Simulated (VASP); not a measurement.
Crystal: Cs.

```
CELL_PARAMETERS angstrom
0.00000 3.80811 3.80811
3.80811 0.00000 3.80811
3.80811 3.80811 0.00000
ATOMIC_POSITIONS crystal
Cs 0.00000 0.00000 0.00000
```

This isn't the form of Cs at room conditions, which is bcc.

```yaml
Program: VASP 6.6.1
Task: relaxation of cell and atoms
Functional: revPBE
Potentials_or_basis: VASP PAW PBE potentials, release 64 (Cs_sv)
Cutoff: 600 eV
k_mesh: 7 × 7 × 7
Occupations: fermi-dirac, width 0.1 eV
Spin: no spin polarisation
```

At the start: pressure 0.3 GPa; volume 110.45 Å³/atom.

Problem. Where does the relaxation end?

Solution. Over 4 steps the energy falls by 17.2 meV/atom and the volume is 128.49 Å³/atom (+16.3 %); space group Fm-3m (No. 225, to 0.1 Å) before and after.

Step by step:
| step | energy change (eV) | largest force (eV/Å) | pressure (GPa) | volume (Å³) |
| --- | --- | --- | --- | --- |
| 1 | 0.0000 | 0.0000 | 0.34 | 110.45 |
| 2 | -0.0068 | 0.0000 | 0.25 | 114.18 |
| 3 | -0.0168 | 0.0000 | 0.04 | 125.89 |
| 4 | -0.0172 | 0.0000 | 0.01 | 128.49 |

Final structure:
```
Cs
1.0
     0.00000    4.00513    4.00513
     4.00513    0.00000    4.00513
     4.00513    4.00513    0.00000
Cs
1
Cartesian
  4.0051 4.0051 8.0103
```

Caveat: the volume moved by over 15 % at a fixed basis, so the end points are rough; the PAW data sets were made with another functional, which shifts forces and pressure a little.
